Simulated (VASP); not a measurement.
# CrBrO (Pmmn) in VASP: notebook, part 2 of 2

VASP 6.6.1. The steps go on from the part before.

**4. Relaxation of cell and atoms, LDA**

This run uses another cell than the first one, of 17.05 Å³/atom.

INCAR

```
SYSTEM = CrBrO
PREC = Accurate ; ENCUT = 600
EDIFF = 1E-6 ; ISMEAR = -1
SIGMA = 0.1 ; LREAL = .False.
LASPH = .True. ; NELM = 60
ALGO = Normal ; ISIF = 3
LWAVE = .False. ; LCHARG = .False.
GGA = CA ; IBRION = 2
NSW = 60 ; EDIFFG = -0.01
```

KPOINTS

```
Automatic mesh
0
Gamma
  5 6 2
  0 0 0
```

POSCAR

```
CrBrO
1.0
    3.8368800000      0.0000000000      0.0000000000
    0.0000000000      3.2101470000      0.0000000000
    0.0000000000      0.0000000000      8.3034740000
Cr O Br
2 2 2
Direct
    0.2500000000      0.2500000000      0.1020000000
    0.7500000000      0.7500000000      0.8980000000
    0.2500000000      0.7500000000      0.9650000000
    0.7500000000      0.2500000000      0.0350000000
    0.2500000000      0.7500000000      0.3200000000
    0.7500000000      0.2500000000      0.6800000000
```

Launch:

```bash
> cat potpaw_LDA.64/Cr_pv/POTCAR potpaw_LDA.64/O/POTCAR potpaw_LDA.64/Br/POTCAR > POTCAR
> mpirun -np 1 vasp_std > vasp.out
```

It took 23 min on 1 thread of AMD EPYC 7R13 (Zen 3), shared host; peak memory 0.22 GiB.

Results (log left out):

- Free energy: -43.4177 eV
- Relaxed volume: 15.07 Å³/atom
- Relaxed cell: a = 3.744 Å, b = 3.193 Å, c = 7.563 Å, α = 90.00°, β = 90.00°, γ = 90.00°
- Space group after relaxing (to 0.1 Å): Pmmn (No. 59)
- Energy gained by relaxing: 107.8 meV/atom
- Ionic steps: 28
- Pressure after relaxing: 0.0 GPa
- Largest force after relaxing: 0.009 eV/Å
- Band gap on the k mesh: zero (bands 25 and 26 overlap by 0.27 eV)

Forces in eV/Å, atoms in the order of the input:
```
Cr   0.000  0.000 -0.004
Cr   0.000  0.000  0.004
O    0.000  0.000  0.009
O    0.000  0.000 -0.009
Br   0.000  0.000 -0.001
Br   0.000  0.000  0.001
```

Stress tensor (GPa, compression positive):
```
 0.04  0.00  0.00
 0.00 -0.02  0.00
 0.00  0.00 -0.06
```

The path:
```
step  energy change (eV)  largest force (eV/Å)  pressure (GPa)  volume (Å³)
   1              0.0000                1.1195           -5.99       102.27
   2             -0.1709                0.7299            6.27        93.07
   3             -0.2265                0.6533            1.60        95.89
   4             -0.2882                0.4743           -0.04        96.59
   5             -0.2954                0.4425           -0.76        96.95
   6             -0.3540                0.5603           -1.21        96.81
   7             -0.4856                0.5891           -2.65        96.29
   8             -0.4904                0.6226           -3.27        96.00
   9             -0.4934                0.6127           -3.00        96.12
  10             -0.5368                0.4912           -1.69        94.59
  11             -0.5542                0.5750            0.03        92.68
  12             -0.5865                0.3727           -0.06        92.51
  13             -0.6121                0.1271           -0.14        92.18
  14             -0.6307                0.0698           -0.29        91.98
  15             -0.6444                0.0533           -0.41        91.59
  16             -0.6452                0.0562            0.22        91.14
  17             -0.6452                0.0558            0.12        91.20
  18             -0.6456                0.0375            0.00        91.22
  19             -0.6457                0.0450           -0.10        91.23
  20             -0.6460                0.0288           -0.06        91.13
  21             -0.6462                0.0125           -0.06        91.03
  22             -0.6464                0.0202           -0.09        90.84
  23             -0.6465                0.0171            0.12        90.62
  24             -0.6465                0.0173            0.11        90.63
  25             -0.6466                0.0078            0.06        90.59
  26             -0.6467                0.0186           -0.06        90.47
  27             -0.6467                0.0116           -0.05        90.50
  28             -0.6468                0.0087           -0.01        90.41
```

Final structure:
```
CELL_PARAMETERS angstrom
3.74419 0.00000 0.00000
0.00000 3.19292 0.00000
0.00000 0.00000 7.56258
ATOMIC_POSITIONS crystal
Cr 0.25000 0.25000 0.08321
Cr 0.75000 0.75000 0.91679
O 0.25000 0.75000 0.92309
O 0.75000 0.25000 0.07691
Br 0.25000 0.75000 0.32385
Br 0.75000 0.25000 0.67615
```

Levels at points of the mesh, in eV from the Fermi level:
```
           k point  band 23  band 24  band 25  band 26  band 27  band 28
(0.00, 0.00, 0.00)    -1.64    -0.98    -0.44    -0.12     0.04     0.13
(0.00, 0.50, 0.00)    -1.30    -1.30    -0.06    -0.06     0.30     0.30
(0.00, 0.00, 0.50)    -1.90    -0.96    -0.22    -0.11    -0.10     0.04
(0.00, 0.50, 0.50)    -1.26    -1.26    -0.13    -0.13     0.27     0.27
```

Caveat: the k points lie up to 0.42 Å⁻¹ apart in the final cell; the run has no spin polarisation, though such a crystal can be magnetic; semilocal functionals often make such compounds metallic where correlation or magnetic order opens a gap, which also shifts bond lengths.

**5. Relaxation of cell and atoms, LDA**

This run uses another cell than the first one, of 17.05 Å³/atom.

INCAR

```
SYSTEM = CrBrO
PREC     = Accurate       ! precision mode
ENCUT    = 600            ! plane-wave cutoff, eV
EDIFF    = 1E-6           ! SCF threshold, eV
ISMEAR   = -1             ! smearing method
SIGMA    = 0.1            ! smearing width, eV
LREAL    = .FALSE.        ! projectors in reciprocal space
LASPH    = .TRUE.         ! aspherical terms in the spheres
NELM     = 80             ! most SCF steps
ALGO     = Normal         ! electronic algorithm
ISIF     = 3              ! what is computed and relaxed
LWAVE    = .FALSE.        ! write WAVECAR
LCHARG   = .FALSE.        ! write CHGCAR
IBRION   = 2              ! ionic algorithm
NSW      = 60             ! ionic steps
EDIFFG   = -0.01          ! ionic threshold
```

KPOINTS

```
regular mesh
0
G
  5 6 2
  0 0 0
```

POSCAR is that of step 4.

Potentials or basis: VASP PAW LDA potentials, release 64 (Cr_pv, O, Br).

Launch:

```bash
> cat potpaw_LDA.64/Cr_pv/POTCAR potpaw_LDA.64/O/POTCAR potpaw_LDA.64/Br/POTCAR > POTCAR
> mpirun -np 1 vasp_std > vasp.out
```

OUTCAR:

```text
SYSTEM = CrBrO
   PREC = Accurate
   ENCUT = 600
   EDIFF = 1E-6
   ISMEAR = -1
   LREAL = .FALSE.
   LASPH = .TRUE.
   NELM = 80
   ISIF = 3
   IBRION = 2
   NSW = 60
   EDIFFG = -0.01

 ion  position               nearest neighbor table
   1  0.250  0.250  0.102-   3 1.97   3 1.97   4 2.00   4 2.00   5 2.42   5 2.42   2 3.02   2 3.02
                             2 3.02   2 3.02
   2  0.750  0.750  0.898-   4 1.97   4 1.97   3 2.00   3 2.00   6 2.42   6 2.42   1 3.02   1 3.02
                             1 3.02   1 3.02
   3  0.250  0.750  0.965-   1 1.97   1 1.97   2 2.00   2 2.00
   4  0.750  0.250  0.035-   2 1.97   2 1.97   1 2.00   1 2.00
   5  0.250  0.750  0.320-   1 2.42   1 2.42
   6  0.750  0.250  0.680-   2 2.42   2 2.42

  LATTYP: Found a simple orthorhombic cell.
 ALAT       =     3.2101470000
 B/A-ratio  =     1.1952349846
 C/A-ratio  =     2.5866335716

  Lattice vectors:

 A1 = (   0.0000000000,  -3.2101470000,   0.0000000000)
 A2 = (   3.8368800000,   0.0000000000,   0.0000000000)
 A3 = (   0.0000000000,   0.0000000000,   8.3034740000)

Analysis of symmetry for initial positions (statically):
[... 184 lines left out ...]

------------------------ aborting loop because EDIFF is reached ----------------------------------------

  FORCE on cell =-STRESS in cart. coord.  units (eV):
  Direction    XX          YY          ZZ          XY          YZ          ZX
  --------------------------------------------------------------------------------------
  -------------------------------------------------------------------------------------
  Total       -6.7645632     -1.4479131     -3.2679015     -0.0000000      0.0000000      0.0000000
  in kB     -105.9710834    -22.6824573    -51.1937069     -0.0000000      0.0000000      0.0000000
  external PRESSURE =     -59.9490825 kB  Pullay stress =       0.0000000 kB
[... 101 lines left out ...]
  FREE ENERGIE OF THE ION-ELECTRON SYSTEM (eV)
  ---------------------------------------------------
  free  energy   TOTEN  =       -42.9973399026 eV

  energy  without entropy=      -42.6206336584  energy(sigma->0) =      -42.80898678

[... ionic steps 4 to 25 ...]

--------------------------------------- Ionic step       26  -------------------------------------------

 number of electron      50.0000001 magnetization

------------------------ aborting loop because EDIFF is reached ----------------------------------------
[... 75 lines left out ...]
--------------------------------------- Ionic step       28  -------------------------------------------

 number of electron      50.0000001 magnetization

 Free energy of the ion-electron system (eV)
  ---------------------------------------------------
  ext. energy  EPLUGINS =         0.00000000
  ---------------------------------------------------
  free energy    TOTEN  =       -43.41766340 eV

  energy without entropy =      -43.12068498  energy(sigma->0) =      -43.26917419

 E-fermi :   5.4879     XC(G=0): -11.0238

 val. band max:        5.4870808872   @ k =   0.0000   0.3333   0.0000
 cond. band min:       5.4885129996   @ k =   0.0000   0.3333   0.5000
 fundamental gap:      0.0014321124
 Fermi energy:         5.4878684109

 k-point     1 :       0.0000    0.0000    0.0000
  band No.  band energies     occupation
      1     -38.4990      2.00000
      2     -38.2953      2.00000
      3     -38.0790      2.00000
      4     -37.9432      2.00000
      5     -37.9145      2.00000
      6     -37.8445      2.00000
[... 814 lines left out ...]
  FREE ENERGIE OF THE ION-ELECTRON SYSTEM (eV)
  ---------------------------------------------------
  free  energy   TOTEN  =       -43.4176634048 eV

  energy  without entropy=      -43.1206849784  energy(sigma->0) =      -43.26917419

 reached required accuracy - stopping structural energy minimisation
```

OSZICAR:

```text
N       E                     dE             d eps       ncg     rms          rms(c)
DAV:   1     0.597839516024E+03    0.59784E+03   -0.29181E+04  1456   0.186E+03
DAV:   2     0.241352852893E+02   -0.57370E+03   -0.55363E+03  1544   0.483E+02
DAV:   3    -0.485326492092E+02   -0.72668E+02   -0.70955E+02  1914   0.161E+02
DAV:   4    -0.510484991765E+02   -0.25158E+01   -0.24194E+01  1762   0.284E+01
[... 272 lines left out ...]
DAV:   3    -0.434178329751E+02    0.44596E-03   -0.34420E-03  1772   0.608E-01    0.103E-01
DAV:   4    -0.434176807530E+02    0.15222E-03   -0.54891E-04  1802   0.228E-01    0.355E-02
DAV:   5    -0.434176649987E+02    0.15754E-04   -0.60480E-05  1932   0.443E-02    0.252E-02
DAV:   6    -0.434176639027E+02    0.10960E-05   -0.56969E-06  1620   0.176E-02    0.166E-02
DAV:   7    -0.434176634048E+02    0.49787E-06   -0.97617E-07   822   0.892E-03
  28 F= -.43417663E+02 E0= -.43269174E+02  d E =-.873675E-04
```

CONTCAR:

```text
CrBrO
   1.00000000000000
     3.7441905271642204    0.0000000000000000    0.0000000000000000
     0.0000000000000000    3.1929158110241391    0.0000000000000000
     0.0000000000000000    0.0000000000000000    7.5625808760739197
  Cr              O               Br
     2     2     2
Direct
     0.2500000000000000    0.2500000000000000    0.0832119207820431
     0.7500000000000000    0.7500000000000000    0.9167880792179569
     0.2500000000000000    0.7500000000000000    0.9230921404767082
     0.7500000000000000    0.2500000000000000    0.0769078595232919
     0.2500000000000000    0.7500000000000000    0.3238453357781024
     0.7500000000000000    0.2500000000000000    0.6761546642218975

  0.00000000E+00  0.00000000E+00  0.00000000E+00
  0.00000000E+00  0.00000000E+00  0.00000000E+00
  0.00000000E+00  0.00000000E+00  0.00000000E+00
  0.00000000E+00  0.00000000E+00  0.00000000E+00
  0.00000000E+00  0.00000000E+00  0.00000000E+00
  0.00000000E+00  0.00000000E+00  0.00000000E+00
```

Run time: 27 min. Hardware: 1 thread of AMD EPYC 7R13 (Zen 3), shared host; peak memory 0.23 GiB.

What came out:

```
Free energy                           : -43.4177 eV
Relaxed volume                        : 15.07 Å³/atom
Relaxed cell                          : a = 3.744 Å, b = 3.193 Å, c = 7.563 Å, α = 90.00°, β = 90.00°, γ = 90.00°
Space group after relaxing (to 0.1 Å) : Pmmn (No. 59)
Energy gained by relaxing             : 107.8 meV/atom
Ionic steps                           : 28
Pressure after relaxing               : 0.0 GPa
Largest force after relaxing          : 0.009 eV/Å
Band gap on the k mesh                : zero (bands 25 and 26 overlap by 0.27 eV)
```

Forces in eV/Å, atoms in the order of the input:
```
Cr   0.000  0.000 -0.004
Cr   0.000  0.000  0.004
O    0.000  0.000  0.009
O    0.000  0.000 -0.009
Br   0.000  0.000 -0.001
Br   0.000  0.000  0.001
```

Step by step:
| step | energy change (eV) | largest force (eV/Å) | pressure (GPa) | volume (Å³) |
| --- | --- | --- | --- | --- |
| 1 | 0.0000 | 1.1195 | -5.99 | 102.27 |
| 2 | -0.1709 | 0.7299 | 6.27 | 93.07 |
| 3 | -0.2265 | 0.6533 | 1.60 | 95.89 |
| 4 | -0.2882 | 0.4743 | -0.04 | 96.59 |
| 5 | -0.2954 | 0.4425 | -0.76 | 96.95 |
| 6 | -0.3540 | 0.5603 | -1.21 | 96.81 |
| 7 | -0.4856 | 0.5891 | -2.65 | 96.29 |
| 8 | -0.4904 | 0.6226 | -3.27 | 96.00 |
| 9 | -0.4934 | 0.6127 | -3.00 | 96.12 |
| 10 | -0.5368 | 0.4912 | -1.69 | 94.59 |
| 11 | -0.5542 | 0.5750 | 0.03 | 92.68 |
| 12 | -0.5865 | 0.3727 | -0.06 | 92.51 |
| 13 | -0.6121 | 0.1271 | -0.14 | 92.18 |
| 14 | -0.6307 | 0.0698 | -0.29 | 91.98 |
| 15 | -0.6444 | 0.0533 | -0.41 | 91.59 |
| 16 | -0.6452 | 0.0562 | 0.22 | 91.14 |
| 17 | -0.6452 | 0.0558 | 0.12 | 91.20 |
| 18 | -0.6456 | 0.0375 | 0.00 | 91.22 |
| 19 | -0.6457 | 0.0450 | -0.10 | 91.23 |
| 20 | -0.6460 | 0.0288 | -0.06 | 91.13 |
| 21 | -0.6462 | 0.0125 | -0.06 | 91.03 |
| 22 | -0.6464 | 0.0202 | -0.09 | 90.84 |
| 23 | -0.6465 | 0.0171 | 0.12 | 90.62 |
| 24 | -0.6465 | 0.0173 | 0.11 | 90.63 |
| 25 | -0.6466 | 0.0078 | 0.06 | 90.59 |
| 26 | -0.6467 | 0.0186 | -0.06 | 90.47 |
| 27 | -0.6467 | 0.0116 | -0.05 | 90.50 |
| 28 | -0.6468 | 0.0087 | -0.01 | 90.41 |

Final structure:
```cif
data_structure
_symmetry_space_group_name_H-M 'P 1'
_symmetry_Int_Tables_number 1
_cell_length_a 3.7442
_cell_length_b 3.1929
_cell_length_c 7.5626
_cell_angle_alpha 90.000
_cell_angle_beta 90.000
_cell_angle_gamma 90.000
_cell_volume 90.41
loop_
_atom_site_label
_atom_site_type_symbol
_atom_site_fract_x
_atom_site_fract_y
_atom_site_fract_z
_atom_site_occupancy
Cr1 Cr 0.25000 0.25000 0.08321 1
Cr2 Cr 0.75000 0.75000 0.91679 1
O1 O 0.25000 0.75000 0.92309 1
O2 O 0.75000 0.25000 0.07691 1
Br1 Br 0.25000 0.75000 0.32385 1
Br2 Br 0.75000 0.25000 0.67615 1
```

Caveat: the k points lie up to 0.42 Å⁻¹ apart in the final cell; the run has no spin polarisation, though such a crystal can be magnetic; semilocal functionals often make such compounds metallic where correlation or magnetic order opens a gap, which also shifts bond lengths. Zero-point motion and thermal expansion aren't in these numbers.

**6. Overview**

```csv
task,level,U,cell,cutoff (eV),gap on the mesh (eV),pressure (GPa),largest force (eV/Å)
single point,LDA,-,"a = 3.743, b = 3.190, c = 7.601 Å, 6 atoms, atomic positions A",520,none,0.5,0.07
single point,LDA+U,Cr d U = 4.0 eV,"a = 3.589, b = 3.446, c = 7.739 Å, 6 atoms, atomic positions B",520,none,2.4,0.23
relaxation of cell and atoms,LDA,-,"relaxed from a = 3.837, b = 3.210, c = 8.303 Å, 6 atoms, atomic positions C",600,none,0.0,0.01
```

Alike in all rows: potentials or basis VASP PAW LDA potentials, release 64 (Cr_pv, O, Br); no spin polarisation; k mesh 5 × 6 × 2; smearing fermi-dirac 0.1 eV.

Caveats: all runs use coarse meshes; the run has no spin polarisation, though such a crystal can be magnetic; semilocal functionals often make such compounds metallic where correlation or magnetic order opens a gap, which also shifts bond lengths (at least some runs); U without spin polarisation on a metal has little footing (at least some runs).

Absolute energies hang on the potentials; compare differences alone.

The gap in the log of VASP goes by the Fermi energy; the results here count the filled bands.